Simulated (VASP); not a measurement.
# WS2 (P6_3/mmc) in VASP: further runs, part 3 of 3

VASP 6.6.1.

## 5. Single point, LDA (atoms shifted along a free coordinate)

File INCAR:

```
  PREC = Accurate
  ENCUT = 520
  EDIFF = 1E-7
  ISMEAR = 0
  SIGMA = 0.05
  LREAL = F
  LASPH = T
  NELM = 100
  ALGO = Normal
  ISIF = 2
  LWAVE = F
  LCHARG = F
  NBANDS = 35
```

File KPOINTS:

```
regular mesh
0
Gamma
  12 12 4
```

File POSCAR:

```
WS2
1.0
    3.1812289120      0.0000000000      0.0000000000
   -1.5906144560      2.7550250530      0.0000000000
    0.0000000000      0.0000000000     12.3643864273
W S
2 4
Direct
    0.3333333333      0.6666666667      0.2500000000
    0.6666666667      0.3333333333      0.7500000000
    0.3333333333      0.6666666667      0.6420050976
    0.6666666667      0.3333333333      0.1420050976
    0.3333333333      0.6666666667      0.8579949024
    0.6666666667      0.3333333333      0.3579949024
```

Potentials or basis: VASP PAW LDA potentials, release 64 (W_sv, S).

Launch:

```sh
$ cat potpaw_LDA.64/W_sv/POTCAR potpaw_LDA.64/S/POTCAR > POTCAR
$ mpirun -np 1 vasp_std > vasp.out
```

OUTCAR:

```text
PREC = Accurate
   ENCUT = 520
   EDIFF = 1E-7
   ISMEAR = 0
   LREAL = F
   LASPH = T
   NELM = 100
   ISIF = 2

 ion  position               nearest neighbor table
   1  0.333  0.667  0.250-   4 2.27   6 2.27   4 2.27   6 2.27   4 2.27   6 2.27
   2  0.667  0.333  0.750-   3 2.27   5 2.27   3 2.27   5 2.27   3 2.27   5 2.27
   3  0.333  0.667  0.642-   2 2.27   2 2.27   2 2.27   5 2.67
   4  0.667  0.333  0.142-   1 2.27   1 2.27   1 2.27   6 2.67
   5  0.333  0.667  0.858-   2 2.27   2 2.27   2 2.27   3 2.67
   6  0.667  0.333  0.358-   1 2.27   1 2.27   1 2.27   4 2.67

  LATTYP: Found a hexagonal cell.
 ALAT       =     3.1812289120
 C/A-ratio  =     3.8866698277

  Lattice vectors:

 A1 = (   3.1812289120,   0.0000000000,   0.0000000000)
 A2 = (  -1.5906144560,   2.7550250530,   0.0000000000)
 A3 = (   0.0000000000,   0.0000000000,  12.3643864273)

Analysis of symmetry for initial positions (statically):
=====================================================================
 Subroutine PRICEL returns:
 Original cell was already a primitive cell.

 Routine SETGRP: Setting up the symmetry group for a
 hexagonal supercell.

 Subroutine GETGRP returns: Found 24 space group operations
 (whereof 12 operations were pure point group operations)
 out of a pool of 24 trial point group operations.

The static configuration has the point symmetry D_3d.
 The point group associated with its full space group is D_6h.

Analysis of symmetry for dynamics (positions and initial velocities):
=====================================================================
 Subroutine PRICEL returns:
 Original cell was already a primitive cell.

 Routine SETGRP: Setting up the symmetry group for a
 hexagonal supercell.

 Subroutine GETGRP returns: Found 24 space group operations
 (whereof 12 operations were pure point group operations)
 out of a pool of 24 trial point group operations.

The dynamic configuration has the point symmetry D_3d.
 The point group associated with its full space group is D_6h.

 Subroutine INISYM returns: Found 24 space group operations
 (whereof 12 operations are pure point group operations),
 and found     1 'primitive' translations

----------------------------------------------------------------------------------------

                                     Primitive cell

  volume of cell :     108.3660

  direct lattice vectors                    reciprocal lattice vectors
     3.181228912  0.000000000  0.000000000     0.314343930  0.181486553  0.000000000
    -1.590614456  2.755025053  0.000000000     0.000000000  0.362973106  0.000000000
     0.000000000  0.000000000 12.364386427     0.000000000  0.000000000  0.080877446

  length of vectors
     3.181228912  3.181228912 12.364386427     0.362973106  0.362973106  0.080877446

  position of ions in fractional coordinates (direct lattice)
     0.333333333  0.666666667  0.250000000
     0.666666667  0.333333333  0.750000000
     0.333333333  0.666666667  0.642005098
     0.666666667  0.333333333  0.142005098
     0.333333333  0.666666667  0.857994902
     0.666666667  0.333333333  0.357994902

  ion indices of the primitive-cell ions
[... 35 lines left out ...]
            Coordinates               Weight
  0.000000  0.000000  0.000000      1.000000
  0.083333  0.000000  0.000000      6.000000
  0.166667 -0.000000  0.000000      6.000000
  0.250000 -0.000000  0.000000      6.000000
  0.333333  0.000000  0.000000      6.000000
  0.416667  0.000000  0.000000      6.000000
[... 16 lines left out ...]
  0.250000 -0.000000  0.250000     12.000000
  0.333333  0.000000  0.250000     12.000000
 [... further k-points ...]
   k-points           NKPTS =     57   k-points in BZ     NKDIM =     57   number of bands    NBANDS=     35
   number of dos      NEDOS =    301   number of ions     NIONS =      6
   total plane-waves  NPLWV =  55296
   dimension x,y,z NGX =    24 NGY =   24 NGZ =   96
   dimension x,y,z NGXF=    48 NGYF=   48 NGZF=  192
   ions per type =               2   4
   NGX,Y,Z   is equivalent  to a cutoff of  12.54, 12.54, 12.91 a.u.
   NGXF,Y,Z  is equivalent  to a cutoff of  25.08, 25.08, 25.82 a.u.
 SYSTEM =  unknown system
   PREC   = accura    normal or accurate (medium, high low for compatibility)
   ISTART =      0    job   : 0-new  1-cont  2-samecut
   ICHARG =      2    charge: 1-file 2-atom 10-const
   ISPIN  =      1    spin polarized calculation?
   LNONCOLLINEAR =      F non collinear calculations
   LSORBIT =      F    spin-orbit coupling
   LASPH  =      T    aspherical Exc in radial PAW
   ENCUT  =  520.0 eV  38.22 Ry    6.18 a.u.   5.91  5.91 22.99*2*pi/ulx,y,z
   NELM   =    100;   NELMIN=  2; NELMDL= -5     # of ELM steps
   EDIFF  = 0.1E-06   stopping-criterion for ELM
   LREAL  =      F    real-space projection
   EDIFFG = 0.1E-05   stopping-criterion for IOM
   NSW    =      0    number of steps for IOM
   IBRION =     -1    ionic relax: 0-MD 1-quasi-New 2-CG
   NFREE  =      0    steps in history (QN), initial steepest desc. (CG)
   ISIF   =      2    stress and relaxation
   ISYM   =      2    0-nonsym 1-usesym 2-fastsym
   POTIM  = 0.5000    time-step for ionic-motion
   TEBEG  =    0.0;   TEEND  =   0.0 temperature during run
   PSTRESS=    0.0 pullay stress
   NELECT =      52.0000    total number of electrons
   NUPDOWN=      -1.0000    fix difference up-down
   EMIN   =  10.00;   EMAX   =-10.00  energy-range for DOS
   EFERMI =   0.00;   METHOD = LEGACY
   ISMEAR =     0;   SIGMA  =   0.05  broadening in eV -4-tet -1-fermi 0-gaus
   EFERMI_NEDOS =   21; number of points for ismear=-14 and -15
   IALGO  =     38    algorithm
   IMIX   =      4    mixing-type and parameters
     AMIX     =   0.40;   BMIX     =  1.00
     AMIX_MAG =   1.60;   BMIX_MAG =  1.00
  volume/ion in A,a.u.               =      18.06       121.88
  Fermi-wavevector in a.u.,A,eV,Ry     =   1.281676  2.422017 22.350201  1.642693
  Thomas-Fermi vector in A             =   2.414032
   LORBIT       =      0    0 simple, 1 ext, 2 COOP (PROOUT), +10 PAW based schemes
   GGA     = CA    functional components
   LHFCALC =     F    Hartree Fock is set to
   AEXX    =    0.0000 exact exchange contribution
   IVDW    =     0    specifies the selected vdW correction
   LEPSILON=     F    determine dielectric tensor
   LRPA    =     F    only Hartree local field effects (RPA)
 non-spin polarized calculation
 Gauss-broadening in eV      SIGMA  =   0.05
  energy-cutoff  :      520.00
  volume of cell :      108.37
 maximum number of plane-waves:      2944
 NGX is ok and might be reduce to    24
   NGX = 11   NGY = 11   NGZ = 45

 number of electron      52.0000002 magnetization

 Free energy of the ion-electron system (eV)
  ---------------------------------------------------
  ext. energy  EPLUGINS =         0.00000000
  ---------------------------------------------------
  free energy    TOTEN  =       -50.31866465 eV

  energy without entropy =      -50.31792554  energy(sigma->0) =      -50.31829510

 E-fermi :   7.4889     XC(G=0): -10.8559

 val. band max:        7.4865442915   @ k =   0.0833   0.0000   0.2500
 cond. band min:       7.5358493406   @ k =   0.0833   0.0000   0.0000
 fundamental gap:      0.0493050491
 Fermi energy:         7.4889230919

 k-point     1 :       0.0000    0.0000    0.0000
  band No.  band energies     occupation
      1     -67.0162      2.00000
      2     -67.0162      2.00000
      3     -31.6300      2.00000
      4     -31.6299      2.00000
      5     -31.5749      2.00000
      6     -31.5749      2.00000
[... 901 lines left out ...]
     34      11.7819      0.00000
     35      12.9631      0.00000

 [... further k-points ...]

------------------------ aborting loop because EDIFF is reached ----------------------------------------

  FORCE on cell =-STRESS in cart. coord.  units (eV):
  Direction    XX          YY          ZZ          XY          YZ          ZX
  --------------------------------------------------------------------------------------
  -------------------------------------------------------------------------------------
  Total       10.3334465     10.3334465     28.3033458      0.0000000     -0.0000000      0.0000000
  in kB      152.7786732    152.7786732    418.4613170      0.0000000     -0.0000000      0.0000000
  external PRESSURE =     241.3395545 kB  Pullay stress =       0.0000000 kB

 VOLUME and BASIS-vectors are now :
 -----------------------------------------------------------------------------
  energy-cutoff  :      520.00
  volume of cell :      108.37
      direct lattice vectors                 reciprocal lattice vectors
     3.181228912  0.000000000  0.000000000     0.314343930  0.181486553  0.000000000
    -1.590614456  2.755025053  0.000000000     0.000000000  0.362973106  0.000000000
     0.000000000  0.000000000 12.364386427     0.000000000  0.000000000  0.080877446

 POSITION                                       TOTAL-FORCE (eV/Angst)
 -----------------------------------------------------------------------------------
     -0.00000      1.83668      3.09110         0.000000      0.000000      0.000000
      1.59061      0.91834      9.27329        -0.000000     -0.000000      0.000000
     -0.00000      1.83668      7.93800         0.000000      0.000000     -5.500265
      1.59061      0.91834      1.75581        -0.000000     -0.000000     -5.500265
     -0.00000      1.83668     10.60858        -0.000000      0.000000      5.500265
      1.59061      0.91834      4.42639         0.000000      0.000000      5.500265
 -----------------------------------------------------------------------------------
    total drift:                               -0.000000      0.000000     -0.000000

  FREE ENERGIE OF THE ION-ELECTRON SYSTEM (eV)
  ---------------------------------------------------
  free  energy   TOTEN  =       -50.3186646517 eV

  energy  without entropy=      -50.3179255434  energy(sigma->0) =      -50.31829510
```

Wall time 87 s (1 thread of Intel Xeon 6975P-C (Granite Rapids), shared host); peak memory 0.29 GiB.

What came out:

| Property | Result |
| --- | --- |
| Free energy | -50.3187 eV |
| Pressure | 24.1 GPa |
| Largest force | 5.500 eV/Å |
| Band gap on the k mesh | zero (bands 26 and 27 overlap by 0.80 eV) |

Forces in eV/Å, atoms in the order of the input:
```
W    0.000  0.000  0.000
W    0.000  0.000  0.000
S    0.000  0.000 -5.500
S    0.000  0.000 -5.500
S    0.000  0.000  5.500
S    0.000  0.000  5.500
```

Caveat: the cell differs from its parent crystal (atoms shifted along a free coordinate); the cell stands under pressure; spin-orbit coupling is left out, which moves the levels of the heavy elements; forces of over 1 eV/Å act on the atoms, so gaps and moduli don't describe the material at rest.

## 6. Single point, LDA (atoms shifted along a free coordinate)

File INCAR:

```
SYSTEM = WS2
ALGO = Normal ; EDIFF = 1E-6
ENCUT = 520 ; GGA = CA
ISIF = 2 ; ISMEAR = 0
LASPH = .TRUE. ; LCHARG = .FALSE.
LREAL = .FALSE. ; LWAVE = .FALSE.
NBANDS = 35 ; NELM = 80
PREC = Accurate ; SIGMA = 0.05
```

File KPOINTS:

```
k-points
0
G
  12 12 4
  0 0 0
```

File POSCAR:

```
WS2
1.0
    3.1812289120      0.0000000000      0.0000000000
   -1.5906144560      2.7550250530      0.0000000000
    0.0000000000      0.0000000000     12.3643864273
W S
2 4
Direct
    0.3333333333      0.6666666667      0.2500000000
    0.6666666667      0.3333333333      0.7500000000
    0.3333333333      0.6666666667      0.6351502730
    0.6666666667      0.3333333333      0.1351502730
    0.3333333333      0.6666666667      0.8648497270
    0.6666666667      0.3333333333      0.3648497270
```

Potentials or basis: VASP PAW LDA potentials, release 64 (W_sv, S).

Launch:

```sh
$ cat potpaw_LDA.64/W_sv/POTCAR potpaw_LDA.64/S/POTCAR > POTCAR
$ mpirun -np 1 vasp_std > vasp.out
```

Wall time 74 s (1 thread of Intel Xeon 6975P-C (Granite Rapids), shared host); peak memory 0.29 GiB.

The run converged. Its results:

| Property | Result |
| --- | --- |
| Free energy | -51.7438 eV |
| Pressure | 11.6 GPa |
| Largest force | 3.016 eV/Å |
| Band gap on the k mesh | zero (filled and empty bands touch) |

Forces in eV/Å, atoms in the order of the input:
```
W    0.000  0.000  0.000
W    0.000  0.000  0.000
S    0.000  0.000 -3.016
S    0.000  0.000 -3.016
S    0.000  0.000  3.016
S    0.000  0.000  3.016
```

Stress tensor (GPa, compression positive):
```
 5.48  0.00  0.00
 0.00  5.48  0.00
 0.00  0.00 23.93
```

Levels at points of the mesh, in eV from the Fermi level:
```csv
k point,band 24,band 25,band 26,band 27,band 28,band 29
"(0.00, 0.00, 0.00)",-1.71,-1.04,0.05,1.79,1.79,1.80
"(0.50, 0.00, 0.00)",-2.73,-2.15,-1.98,1.45,1.49,1.98
"(0.00, 0.00, 0.50)",-2.84,-0.28,-0.28,1.79,1.79,1.79
"(0.50, 0.00, 0.50)",-2.80,-2.06,-2.06,1.47,1.47,2.00
```

Caveat: the cell differs from its parent crystal (atoms shifted along a free coordinate); the cell stands under pressure; spin-orbit coupling is left out, which moves the levels of the heavy elements; forces of over 1 eV/Å act on the atoms, so gaps and moduli don't describe the material at rest.

## 7. The runs side by side

| cell | gap on the mesh (eV) | pressure (GPa) | largest force (eV/Å) |
| --- | --- | --- | --- |
| a = 3.127, b = 3.127, c = 12.152 Å, angles 90.0, 90.0, 120.0°, 6 atoms, atomic positions A | none | 23.4 | 4.35 |
| a = 3.154, b = 3.154, c = 12.259 Å, angles 90.0, 90.0, 120.0°, 6 atoms, atomic positions B | none | 30.6 | 6.26 |
| a = 3.154, b = 3.154, c = 12.259 Å, angles 90.0, 90.0, 120.0°, 6 atoms, atomic positions A | none | 17.1 | 3.65 |
| a = 3.181, b = 3.181, c = 12.364 Å, angles 90.0, 90.0, 120.0°, 6 atoms, atomic positions B | none | 24.1 | 5.50 |
| a = 3.181, b = 3.181, c = 12.364 Å, angles 90.0, 90.0, 120.0°, 6 atoms, atomic positions A | none | 11.6 | 3.02 |

Alike in all rows: task single point; level LDA; potentials or basis VASP PAW LDA potentials, release 64 (W_sv, S); no spin polarisation; k mesh 12 × 12 × 4; cutoff (eV) 520; smearing gaussian 0.05 eV.

Caveats: the cell stands under pressure; spin-orbit coupling is left out, which moves the levels of the heavy elements; forces of over 1 eV/Å act on the atoms, so gaps and moduli don't describe the material at rest.

Total energies depend on the potentials used, so only differences within one code and one set of settings carry meaning.
